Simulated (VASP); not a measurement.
# Rh (Fm-3m) in VASP: notebook

Rh is run at these levels: PBE; tasks: single point.

All numbers are computed with VASP 6.6.1; they aren't measurements. Logs are shortened: lines on timing, memory, paths and dates and some standing lists are left out, and cuts for length are marked.

### 1 The cell of the first run

Symmetry: Fm-3m, No. 225, cubic system. Conventional cell: a = 4.020 Å, b = 4.020 Å, c = 4.020 Å, α = 90.00°, β = 90.00°, γ = 90.00°. Within 3.7 Å of Rh (site symmetry m-3m) lie 12 Rh at 2.84 Å.

### 2 Single point, PBE, collinear spin, zero start

INCAR reads:

```
SYSTEM = Rh
ALGO = Normal
EDIFF = 1E-6
ENCUT = 500
GGA = PE
GGA_COMPAT = .FALSE.
ISIF = 2
ISMEAR = -1
ISPIN = 2
LASPH = .TRUE.
LCHARG = .FALSE.
LMAXMIX = 4
LORBIT = 11
LREAL = .FALSE.
LWAVE = .FALSE.
MAGMOM = 0
NBANDS = 18
NELM = 200
PREC = Accurate
SIGMA = 0.1
```

KPOINTS reads:

```
k-points
0
G
  8 8 8
  0 0 0
```

POSCAR reads:

```
Rh
1.0
    0.0000000000      2.0099500000      2.0099500000
    2.0099500000      0.0000000000      2.0099500000
    2.0099500000      2.0099500000      0.0000000000
Rh
1
Direct
    0.0000000000      0.0000000000      0.0000000000
```

Potentials or basis: VASP PAW PBE potentials, release 64 (Rh_pv).

Command:

```
$ cat potpaw_PBE.64/Rh_pv/POTCAR > POTCAR
$ mpirun -np 1 vasp_std > vasp.out
```

OUTCAR:

```text
SYSTEM = Rh
   EDIFF = 1E-6
   ENCUT = 500
   GGA = PE
   ISIF = 2
   ISMEAR = -1
   ISPIN = 2
   LASPH = .TRUE.
   LORBIT = 11
   LREAL = .FALSE.
   NELM = 200
   PREC = Accurate

 ion  position               nearest neighbor table
   1  0.000  0.000  0.000-

  LATTYP: Found a face centered cubic cell.
 ALAT       =     4.0199000000

  Lattice vectors:

 A1 = (   0.0000000000,   2.0099500000,   2.0099500000)
 A2 = (   2.0099500000,   0.0000000000,   2.0099500000)
 A3 = (   2.0099500000,   2.0099500000,   0.0000000000)

Analysis of symmetry for initial positions (statically):
=====================================================================
 Subroutine PRICEL returns:
 Original cell was already a primitive cell.

 Routine SETGRP: Setting up the symmetry group for a
 face centered cubic supercell.

 Subroutine GETGRP returns: Found 48 space group operations
 (whereof 48 operations were pure point group operations)
 out of a pool of 48 trial point group operations.

The static configuration has the point symmetry O_h .

Analysis of symmetry for dynamics (positions and initial velocities):
=====================================================================
 Subroutine PRICEL returns:
 Original cell was already a primitive cell.

 Routine SETGRP: Setting up the symmetry group for a
 face centered cubic supercell.

 Subroutine GETGRP returns: Found 48 space group operations
 (whereof 48 operations were pure point group operations)
 out of a pool of 48 trial point group operations.

The dynamic configuration has the point symmetry O_h .

Analysis of structural, dynamic, and magnetic symmetry:
=====================================================================
 Subroutine PRICEL returns:
 Original cell was already a primitive cell.

 Routine SETGRP: Setting up the symmetry group for a
 face centered cubic supercell.

 Subroutine GETGRP returns: Found 48 space group operations
 (whereof 48 operations were pure point group operations)
 out of a pool of 48 trial point group operations.

The overall configuration has the point symmetry O_h .

 Subroutine INISYM returns: Found 48 space group operations
 (whereof 48 operations are pure point group operations),
 and found     1 'primitive' translations

----------------------------------------------------------------------------------------

                                     Primitive cell

  volume of cell :      16.2400

[... 93 lines left out ...]
   ISYM   =      2    0-nonsym 1-usesym 2-fastsym
   POTIM  = 0.5000    time-step for ionic-motion
   TEBEG  =    0.0;   TEEND  =   0.0 temperature during run
   PSTRESS=    0.0 pullay stress
   NELECT =      15.0000    total number of electrons
   NUPDOWN=      -1.0000    fix difference up-down
   EMIN   =  10.00;   EMAX   =-10.00  energy-range for DOS
   EFERMI =   0.00;   METHOD = LEGACY
   ISMEAR =    -1;   SIGMA  =   0.10  broadening in eV -4-tet -1-fermi 0-gaus
   EFERMI_NEDOS =   21; number of points for ismear=-14 and -15
   IALGO  =     38    algorithm
   IMIX   =      4    mixing-type and parameters
     AMIX     =   0.40;   BMIX     =  1.00
     AMIX_MAG =   1.60;   BMIX_MAG =  1.00
  volume/ion in A,a.u.               =      16.24       109.59
  Fermi-wavevector in a.u.,A,eV,Ry     =   1.594324  3.012836 34.584240  2.541870
  Thomas-Fermi vector in A             =   2.692416
   LORBIT       =     11    0 simple, 1 ext, 2 COOP (PROOUT), +10 PAW based schemes
   GGA     = PE    functional components
   LHFCALC =     F    Hartree Fock is set to
   AEXX    =    0.0000 exact exchange contribution
   IVDW    =     0    specifies the selected vdW correction
   LEPSILON=     F    determine dielectric tensor
   LRPA    =     F    only Hartree local field effects (RPA)
 spin polarized calculation
  energy-cutoff  :      500.00
  volume of cell :       16.24
 maximum number of plane-waves:       428
 NGX is ok and might be reduce to    24
   NGX = 11   NGY = 11   NGZ = 11

 number of electron      15.0000000 magnetization       0.0000000

 number of electron      14.9999999 magnetization      -0.0000035

 Free energy of the ion-electron system (eV)
  ---------------------------------------------------
  ext. energy  EPLUGINS =         0.00000000
  ---------------------------------------------------
  free energy    TOTEN  =        -7.07292793 eV

  energy without entropy =       -7.00189101  energy(sigma->0) =       -7.03740947

 E-fermi :   9.1282     XC(G=0): -12.9791

 val. band max:        9.1038760723   @ k =  -0.3750   0.2500   0.0000
 cond. band min:       9.1678457274   @ k =   0.3750   0.0000   0.0000
 fundamental gap:      0.0639696550
 Fermi energy:         9.1281901205

 spin component 1

 k-point     1 :       0.0000    0.0000    0.0000
  band No.  band energies     occupation
      1     -36.9670      1.00000
      2     -36.9670      1.00000
      3     -36.9670      1.00000
      4       2.3212      1.00000
      5       6.7431      1.00000
      6       6.7431      1.00000
[... 493 lines left out ...]
     17      41.5205      0.00000
     18      41.5416      0.00000

 [... further k-points ...]

 spin component 2

 k-point     1 :       0.0000    0.0000    0.0000
  band No.  band energies     occupation
      1     -36.9670      1.00000
      2     -36.9670      1.00000
      3     -36.9670      1.00000
      4       2.3212      1.00000
      5       6.7431      1.00000
      6       6.7431      1.00000
[... 493 lines left out ...]
     17      41.5205      0.00000
     18      41.5416      0.00000

 [... further k-points ...]
[... 5 lines left out ...]
  --------------------------------------------------------------------------------------
  -------------------------------------------------------------------------------------
  Total       -2.4722622     -2.4722622     -2.4722622      0.0000000      0.0000000      0.0000000
  in kB     -243.9042448   -243.9042448   -243.9042448      0.0000000      0.0000000      0.0000000
  external PRESSURE =    -243.9042448 kB  Pullay stress =       0.0000000 kB

 VOLUME and BASIS-vectors are now :
 -----------------------------------------------------------------------------
  energy-cutoff  :      500.00
  volume of cell :       16.24
      direct lattice vectors                 reciprocal lattice vectors
     0.000000000  2.009950000  2.009950000    -0.248762407  0.248762407  0.248762407
     2.009950000  0.000000000  2.009950000     0.248762407 -0.248762407  0.248762407
     2.009950000  2.009950000  0.000000000     0.248762407  0.248762407 -0.248762407

 POSITION                                       TOTAL-FORCE (eV/Angst)
 -----------------------------------------------------------------------------------
      0.00000      0.00000      0.00000        -0.000000      0.000000     -0.000000
 -----------------------------------------------------------------------------------
    total drift:                                0.000000      0.000000      0.000000

  FREE ENERGIE OF THE ION-ELECTRON SYSTEM (eV)
  ---------------------------------------------------
  free  energy   TOTEN  =        -7.0729279328 eV

  energy  without entropy=       -7.0018910056  energy(sigma->0) =       -7.03740947

 total charge

# of ion       s       p       d       tot
------------------------------------------
    1        0.346   6.204   6.993  13.543

 magnetization (x)

# of ion       s       p       d       tot
------------------------------------------
    1        0.000   0.000  -0.000  -0.000
```

Wall time 6.1 s (1 thread of Intel Xeon 6975P-C (Granite Rapids), shared host); peak memory 0.14 GiB.

Results:

* Free energy: -7.0729 eV
* Pressure: -24.4 GPa
* Net moment: 0.00 μB per cell
* Valence electrons inside the program's atomic spheres: Rh 13.54

### 3 Single point, PBE, collinear spin, zero start

INCAR reads:

```
ALGO = Normal ; EDIFF = 1E-6
ENCUT = 500 ; GGA = PE
GGA_COMPAT = False ; ISIF = 2
ISMEAR = -1 ; ISPIN = 2
LASPH = True ; LCHARG = True
LELF = True ; LMAXMIX = 4
LORBIT = 11 ; LREAL = False
LVHAR = True ; LWAVE = False
MAGMOM = 0 ; NBANDS = 18
NELM = 200 ; PREC = Accurate
SIGMA = 0.1
```

KPOINTS reads:

```
k-points
0
Gamma
  8 8 8
```

POSCAR is that of step 2.

Potentials or basis: VASP PAW PBE potentials, release 64 (Rh_pv).

Command:

```
$ cat potpaw_PBE.64/Rh_pv/POTCAR > POTCAR
$ mpirun -np 1 vasp_std > vasp.out
```

It took 6.5 s on 1 thread of Intel Xeon 6975P-C (Granite Rapids), shared host; peak memory 0.14 GiB.

It converged, with:

* Free energy: -7.0729 eV
* Pressure: -24.4 GPa
* Net moment: 0.00 μB per cell
* Valence electrons inside the program's atomic spheres: Rh 13.54

Levels at points of the mesh, in eV from the Fermi level:
Spin up:
```tsv
k point	band 4	band 5	band 6	band 7	band 8	band 9	band 10	band 11
(0.00, 0.00, 0.00)	-6.81	-2.39	-2.39	-2.39	-0.78	-0.78	15.94	20.49
(0.50, 0.00, 0.00)	-4.87	-2.43	-2.43	0.41	0.41	0.92	7.08	15.39
(0.50, 0.50, 0.00)	-4.92	-4.62	0.38	0.72	0.72	3.09	10.31	12.33
```
Spin down:
```tsv
k point	band 3	band 4	band 5	band 6	band 7	band 8	band 9	band 10	band 11	band 12
(0.00, 0.00, 0.00)	-46.10	-6.81	-2.39	-2.39	-2.39	-0.78	-0.78	15.94	20.49	20.49
(0.50, 0.00, 0.00)	-46.15	-4.87	-2.43	-2.43	0.41	0.41	0.92	7.08	15.39	19.70
(0.50, 0.50, 0.00)	-46.25	-4.92	-4.62	0.38	0.72	0.72	3.09	10.31	12.33	12.33
```
